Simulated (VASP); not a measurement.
Wanted: the native input for a VASP 6.6.1 run.

* Task: single point
* Functional: PBE
* Potentials or basis: VASP PAW PBE potentials, release 64 (N)
* Cutoff: 520 eV
* k mesh: 4 × 4 × 4
* Occupations: gaussian, width 0.02 eV
* Spin: collinear spin, ferromagnetic start
* Starting moments: [3.24, 3.24, 3.24, 3.24] μB
* Dipole correction: no
* Further INCAR settings: ALGO = Normal; EDIFF = 1e-06; NBANDS = 22

The structure of N lies in POSCAR:

```
N
1.0
    5.8932655369      0.0000000000      0.0000000000
    0.0000000000      5.8932655369      0.0000000000
    0.0000000000      0.0000000000      5.8932655369
N
4
Direct
    0.0000132689      0.0000132689      0.0000132689
    0.4999867311      0.9999867311      0.5000132689
    0.5000132689      0.4999867311      0.9999867311
    0.9999867311      0.5000132689      0.4999867311
```

These files were run (other wordings do the same):

INCAR

```
  PREC = Accurate
  ENCUT = 520
  EDIFF = 1E-6
  ISMEAR = 0
  SIGMA = 0.02
  LREAL = F
  LASPH = T
  NELM = 150
  ALGO = Normal
  ISIF = 2
  LWAVE = F
  LCHARG = F
  ISPIN = 2
  MAGMOM = 3.24 3.24 3.24 3.24
  LORBIT = 11
  GGA = PE
  NBANDS = 22
```

KPOINTS

```
regular mesh
0
Gamma
  4 4 4
```

Potentials or basis: VASP PAW PBE potentials, release 64 (N).

The run is started by

```console
$ cat potpaw_PBE.64/N/POTCAR > POTCAR
$ mpirun -np 1 vasp_std > vasp.out
```

Results of the run:

```json
{
  "Pressure": "0.0 GPa",
  "Band gap on the k mesh": "3.29 eV",
  "Net moment": "12.00 μB per cell",
  "Site moments": "N +1.95 μB",
  "Valence electrons inside the program's atomic spheres": "N 3.27"
}
```

Wall time 2.7 min on 1 thread of Oxide Virtual Turin-like Processor, on a shared host, peak memory 0.37 GiB.
